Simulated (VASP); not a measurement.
A run of VASP 6.6.1 is set up as follows.

The input INCAR:

```
PREC = Accurate
ENCUT = 520
EDIFF = 1E-7
ISMEAR = -1
SIGMA = 0.08
LREAL = False
LASPH = True
NELM = 100
ALGO = Normal
ISIF = 2
LWAVE = False
LCHARG = False
GGA = PE
ISYM = 0
NBANDS = 9
```

Contents of KPOINTS:

```
Automatic mesh
0
Gamma
  14 14 14
  0.5 0.5 0.5
```

Contents of POSCAR:

```
LiH
1.0
    0.0000000000      1.9629412656      1.9629412656
    1.9629412656      0.0000000000      1.9629412656
    1.9629412656      1.9629412656      0.0000000000
Li H
1 1
Direct
    0.0000000000      0.0000000000      0.0000000000
    0.5000000000      0.5000000000      0.5000000000
```

Potentials or basis: VASP PAW PBE potentials, release 64 (Li_sv, H).

Command:

```sh
$ cat potpaw_PBE.64/Li_sv/POTCAR potpaw_PBE.64/H/POTCAR > POTCAR
$ mpirun -np 1 vasp_std > vasp.out
```

**Question.** Estimate the band gap on the k mesh.

**Answer.** 3.15 eV, direct.

 A k mesh can miss the band edges.
